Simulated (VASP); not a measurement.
# SnO (Cm) in VASP: single point with PBE+D3(BJ)

Aim: the single point of SnO with PBE+D3(BJ).

Everything below comes from runs of VASP 6.6.1. Logs are shortened: lines on timing, memory, paths and dates and some standing lists are left out, and cuts for length are marked.

### 1 The cell of the first run

The structure is monoclinic, space group Cm (No. 8). The conventional cell has a = 5.426 Å, b = 5.426 Å, c = 4.762 Å, α = 90.00°, β = 90.00°, γ = 90.00°. Sn (site symmetry m) has 4 O at 2.22 to 2.33 Å within 2.9 Å. Sn (site symmetry m) has 4 O at 2.15 to 2.27 Å within 2.8 Å. O (site symmetry 1) has 4 Sn at 2.15 to 2.33 Å and 4 O at 2.71 Å within 2.8 Å.

### 2 Single point, PBE+D3(BJ) (all Sn atoms moved +0.113 Å, as atom 1 along Cartesian [1 1 1])

INCAR reads:

```
SYSTEM = SnO
  PREC = Accurate
  ENCUT = 520
  EDIFF = 1E-6
  ISMEAR = 0
  SIGMA = 0.15
  LREAL = .FALSE.
  LASPH = .TRUE.
  NELM = 80
  ALGO = Normal
  ISIF = 2
  LWAVE = .FALSE.
  LCHARG = .FALSE.
  GGA = PE
  IVDW = 12
  NBANDS = 28
```

KPOINTS reads:

```
regular mesh
0
G
  12 12 10
  0 0 0
```

POSCAR reads:

```
SnO
1.0
    3.8370963230      0.0000000000      0.0000000000
    0.0000000000      3.8370963230      0.0000000000
    0.0000000000      0.0000000000      4.7621286275
Sn O
2 2
Direct
    0.0169273586      0.5169273586      0.2568814697
    0.5169273586      0.0169273586      0.7703970481
    0.0000000000      0.0000000000      0.0000000000
    0.5000000000      0.5000000000      0.0000000000
```

Potentials or basis: VASP PAW PBE potentials, release 64 (Sn_d, O).

Command:

```bash
$ cat potpaw_PBE.64/Sn_d/POTCAR potpaw_PBE.64/O/POTCAR > POTCAR
$ mpirun -np 1 vasp_std > vasp.out
```

OUTCAR:

```text
SYSTEM = SnO
   PREC = Accurate
   ENCUT = 520
   EDIFF = 1E-6
   ISMEAR = 0
   LREAL = .FALSE.
   LASPH = .TRUE.
   NELM = 80
   ISIF = 2
   GGA = PE
   IVDW = 12
 IVDW          = 12

 ion  position               nearest neighbor table
   1  0.017  0.517  0.257-   3 2.22   4 2.22   3 2.33   4 2.33   2 3.57   2 3.57   2 3.57   2 3.57
                             2 3.65   2 3.65   2 3.65   2 3.65
   2  0.517  0.017  0.770-   3 2.15   4 2.15   4 2.27   3 2.27   1 3.57   1 3.57   1 3.57   1 3.57
                             1 3.65   1 3.65   1 3.65   1 3.65
   3  0.000  0.000  0.000-   2 2.15   1 2.22   2 2.27   1 2.33
   4  0.500  0.500  0.000-   2 2.15   1 2.22   2 2.27   1 2.33

  LATTYP: Found a simple tetragonal cell.
 ALAT       =     3.8370963230
 C/A-ratio  =     1.2410761228

  Lattice vectors:

 A1 = (   3.8370963230,   0.0000000000,   0.0000000000)
 A2 = (   0.0000000000,   3.8370963230,   0.0000000000)
 A3 = (   0.0000000000,   0.0000000000,   4.7621286275)

Analysis of symmetry for initial positions (statically):
=====================================================================
 Subroutine PRICEL returns:
 Original cell was already a primitive cell.

 Routine SETGRP: Setting up the symmetry group for a
 simple tetragonal supercell.

 Subroutine GETGRP returns: Found  2 space group operations
 (whereof  1 operations were pure point group operations)
 out of a pool of 16 trial point group operations.

The static configuration has the point symmetry C_1 .
 The point group associated with its full space group is C_1h.

Analysis of symmetry for dynamics (positions and initial velocities):
=====================================================================
 Subroutine PRICEL returns:
 Original cell was already a primitive cell.

 Routine SETGRP: Setting up the symmetry group for a
 simple tetragonal supercell.

 Subroutine GETGRP returns: Found  2 space group operations
 (whereof  1 operations were pure point group operations)
 out of a pool of 16 trial point group operations.

The dynamic configuration has the point symmetry C_1 .
 The point group associated with its full space group is C_1h.

 Subroutine INISYM returns: Found  2 space group operations
 (whereof  1 operations are pure point group operations),
 and found     1 'primitive' translations

----------------------------------------------------------------------------------------

                                     Primitive cell

  volume of cell :      70.1143

  direct lattice vectors                    reciprocal lattice vectors
     3.837096323  0.000000000  0.000000000     0.260613734  0.000000000  0.000000000
     0.000000000  3.837096323  0.000000000     0.000000000  0.260613734  0.000000000
     0.000000000  0.000000000  4.762128628     0.000000000  0.000000000  0.209990128

  length of vectors
     3.837096323  3.837096323  4.762128628     0.260613734  0.260613734  0.209990128

  position of ions in fractional coordinates (direct lattice)
     0.016927359  0.516927359  0.256881470
     0.516927359  0.016927359  0.770397048
     0.000000000  0.000000000  0.000000000
     0.500000000  0.500000000  0.000000000

  ion indices of the primitive-cell ions
   primitive index   ion index
                 1           1
                 2           2
                 3           3
                 4           4

----------------------------------------------------------------------------------------

 KPOINTS: regular mesh

Automatic generation of k-mesh.
 Grid dimensions read from file:
 generate k-points for:   12   12   10

 Generating k-lattice:

  Cartesian coordinates                     Fractional coordinates (reciprocal lattice)
     0.021717811  0.000000000  0.000000000     0.083333333  0.000000000  0.000000000
     0.000000000  0.021717811  0.000000000     0.000000000  0.083333333  0.000000000
     0.000000000  0.000000000  0.020999013     0.000000000  0.000000000  0.100000000

  Length of vectors
     0.021717811  0.021717811  0.020999013

  Shift w.r.t. Gamma in fractional coordinates (k-lattice)
     0.000000000  0.000000000  0.000000000

 Subroutine IBZKPT returns following result:
 ===========================================

 Found    398 irreducible k-points:

 Following reciprocal coordinates:
            Coordinates               Weight
  0.000000  0.000000  0.000000      1.000000
  0.083333  0.000000  0.000000      4.000000
  0.166667  0.000000  0.000000      4.000000
  0.250000  0.000000  0.000000      4.000000
  0.333333  0.000000  0.000000      4.000000
  0.416667  0.000000  0.000000      4.000000
[... 16 lines left out ...]
  0.333333  0.166667  0.000000      4.000000
 -0.166667  0.333333  0.000000      4.000000
 [... further k-points ...]
   k-points           NKPTS =    398   k-points in BZ     NKDIM =    398   number of bands    NBANDS=     28
   number of dos      NEDOS =    301   number of ions     NIONS =      4
   total plane-waves  NPLWV =  32400
   dimension x,y,z NGX =    30 NGY =   30 NGZ =   36
   dimension x,y,z NGXF=    60 NGYF=   60 NGZF=   72
   ions per type =               2   2
   NGX,Y,Z   is equivalent  to a cutoff of  13.00, 13.00, 12.57 a.u.
   NGXF,Y,Z  is equivalent  to a cutoff of  26.00, 26.00, 25.14 a.u.
 SYSTEM =  SnO
   PREC   = accura    normal or accurate (medium, high low for compatibility)
   ISTART =      0    job   : 0-new  1-cont  2-samecut
   ICHARG =      2    charge: 1-file 2-atom 10-const
   ISPIN  =      1    spin polarized calculation?
   LNONCOLLINEAR =      F non collinear calculations
   LSORBIT =      F    spin-orbit coupling
   LASPH  =      T    aspherical Exc in radial PAW
   ENCUT  =  520.0 eV  38.22 Ry    6.18 a.u.   7.13  7.13  8.85*2*pi/ulx,y,z
   NELM   =     80;   NELMIN=  2; NELMDL= -5     # of ELM steps
   EDIFF  = 0.1E-05   stopping-criterion for ELM
   LREAL  =      F    real-space projection
   EDIFFG = 0.1E-04   stopping-criterion for IOM
   NSW    =      0    number of steps for IOM
   IBRION =     -1    ionic relax: 0-MD 1-quasi-New 2-CG
   NFREE  =      0    steps in history (QN), initial steepest desc. (CG)
   ISIF   =      2    stress and relaxation
   ISYM   =      2    0-nonsym 1-usesym 2-fastsym
   POTIM  = 0.5000    time-step for ionic-motion
   TEBEG  =    0.0;   TEEND  =   0.0 temperature during run
   PSTRESS=    0.0 pullay stress
   NELECT =      40.0000    total number of electrons
   NUPDOWN=      -1.0000    fix difference up-down
   EMIN   =  10.00;   EMAX   =-10.00  energy-range for DOS
   EFERMI =   0.00;   METHOD = LEGACY
   ISMEAR =     0;   SIGMA  =   0.15  broadening in eV -4-tet -1-fermi 0-gaus
   EFERMI_NEDOS =   21; number of points for ismear=-14 and -15
   IALGO  =     38    algorithm
   IMIX   =      4    mixing-type and parameters
     AMIX     =   0.40;   BMIX     =  1.00
     AMIX_MAG =   1.60;   BMIX_MAG =  1.00
  volume/ion in A,a.u.               =      17.53       118.29
  Fermi-wavevector in a.u.,A,eV,Ry     =   1.357769  2.565812 25.082850  1.843537
  Thomas-Fermi vector in A             =   2.484660
   LORBIT       =      0    0 simple, 1 ext, 2 COOP (PROOUT), +10 PAW based schemes
   GGA     = PE    functional components
   LHFCALC =     F    Hartree Fock is set to
   AEXX    =    0.0000 exact exchange contribution
   IVDW    =    12    specifies the selected vdW correction
   LEPSILON=     F    determine dielectric tensor
   LRPA    =     F    only Hartree local field effects (RPA)
 non-spin polarized calculation
 Gauss-broadening in eV      SIGMA  =   0.15
  energy-cutoff  :      520.00
  volume of cell :       70.11
 maximum number of plane-waves:      1912
 NGX is ok and might be reduce to    30
   NGX = 15   NGY = 15   NGZ = 17

 number of electron      40.0000014 magnetization

 Free energy of the ion-electron system (eV)
  ---------------------------------------------------
  ext. energy  EPLUGINS =         0.00000000
  ---------------------------------------------------
  free energy    TOTEN  =       -22.63138281 eV

  energy without entropy =      -22.63022908  energy(sigma->0) =      -22.63080594

 E-fermi :   7.1847     XC(G=0): -10.2729

 val. band max:        7.0932824322   @ k =   0.5000   0.5000   0.0000
 cond. band min:       7.2499652736   @ k =   0.5000   0.5000   0.1000
 fundamental gap:      0.1566828413
 Fermi energy:         7.1846572857

 k-point     1 :       0.0000    0.0000    0.0000
  band No.  band energies     occupation
      1     -14.8593      2.00000
      2     -14.4874      2.00000
      3     -14.4806      2.00000
      4     -14.4568      2.00000
      5     -14.4453      2.00000
      6     -14.4345      2.00000
[... 20 lines left out ...]
     27      13.7563      0.00000
     28      14.1718      0.00000

 k-point     2 :       0.0833    0.0000    0.0000
  band No.  band energies     occupation
      1     -14.8552      2.00000
      2     -14.4899      2.00000
      3     -14.4803      2.00000
      4     -14.4572      2.00000
      5     -14.4425      2.00000
      6     -14.4327      2.00000
[... 20 lines left out ...]
     27      13.8786      0.00000
     28      14.7348      0.00000

 k-point     3 :       0.1667    0.0000    0.0000
  band No.  band energies     occupation
      1     -14.8437      2.00000
      2     -14.5052      2.00000
      3     -14.4786      2.00000
      4     -14.4578      2.00000
      5     -14.4375      2.00000
      6     -14.4272      2.00000
[... 20 lines left out ...]
     27      14.0145      0.00000
     28      15.9766      0.00000

 k-point     4 :       0.2500    0.0000    0.0000
  band No.  band energies     occupation
      1     -14.8256      2.00000
      2     -14.5494      2.00000
      3     -14.4768      2.00000
      4     -14.4573      2.00000
      5     -14.4377      2.00000
      6     -14.4194      2.00000
[... 578 lines left out ...]
     27      15.5605      0.00000
     28      15.8118      0.00000

 k-point    23 :       0.3333    0.1667    0.0000
  band No.  band energies     occupation
      1     -14.8036      2.00000
      2     -14.6455      2.00000
      3     -14.4833      2.00000
      4     -14.4703      2.00000
      5     -14.4218      2.00000
      6     -14.4005      2.00000
[... 20 lines left out ...]
     27      15.2942      0.00000
     28      15.6394      0.00000

 k-point    24 :      -0.1667    0.3333    0.0000
  band No.  band energies     occupation
      1     -14.7999      2.00000
      2     -14.6472      2.00000
      3     -14.4873      2.00000
      4     -14.4684      2.00000
      5     -14.4223      2.00000
      6     -14.4039      2.00000
[... 20 lines left out ...]
     27      15.3099      0.00000
     28      15.5984      0.00000

 [... further k-points ...]

------------------------ aborting loop because EDIFF is reached ----------------------------------------

 Edisp (eV)   -0.93882

 E8    (eV) :    -0.4074

  FORCE on cell =-STRESS in cart. coord.  units (eV):
  Direction    XX          YY          ZZ          XY          YZ          ZX
  --------------------------------------------------------------------------------------
  -------------------------------------------------------------------------------------
  Total       0.34404     0.34404     0.20117    -0.02347     0.10288     0.10288
  in kB       7.86153     7.86153     4.59692    -0.53636     2.35086     2.35085
  external pressure =        6.77 kB  Pullay stress =        0.00 kB

 VOLUME and BASIS-vectors are now :
 -----------------------------------------------------------------------------
  energy-cutoff  :      520.00
  volume of cell :       70.11
      direct lattice vectors                 reciprocal lattice vectors
     3.837096323  0.000000000  0.000000000     0.260613734  0.000000000  0.000000000
     0.000000000  3.837096323  0.000000000     0.000000000  0.260613734  0.000000000
     0.000000000  0.000000000  4.762128628     0.000000000  0.000000000  0.209990128

 POSITION                                       TOTAL-FORCE (eV/Angst)
 -----------------------------------------------------------------------------------
      0.06495      1.98350      1.22330        -0.166893     -0.166893     -0.270867
      1.98350      0.06495      3.66873        -0.301565     -0.301565     -0.627229
      0.00000      0.00000      0.00000         0.313456      0.155002      0.449048
      1.91855      1.91855      0.00000         0.155002      0.313456      0.449048
 -----------------------------------------------------------------------------------
    total drift:                               -0.000016     -0.000016     -0.000043

  FREE ENERGIE OF THE ION-ELECTRON SYSTEM (eV)
  ---------------------------------------------------
  free  energy   TOTEN  =       -23.5701999066 eV

  energy  without entropy=      -23.5690461750  energy(sigma->0) =      -23.56962304
```

Wall time 8.6 min (1 thread of Intel Xeon Platinum 8488C (Sapphire Rapids), shared host); peak memory 0.66 GiB.

What came out:

```
Free energy                : -23.5702 eV
Pressure                   : 0.7 GPa
Largest force              : 0.758 eV/Å
Dispersion energy per atom : -0.235 eV
```

Forces in eV/Å, atoms in the order of the input:
```
Sn  -0.167 -0.167 -0.271
Sn  -0.302 -0.302 -0.627
O    0.313  0.155  0.449
O    0.155  0.313  0.449
```

Caveat: the cell differs from its parent crystal (all Sn atoms moved +0.113 Å, as atom 1 along Cartesian [1 1 1]); spin-orbit coupling is left out, which moves the levels of the heavy elements.
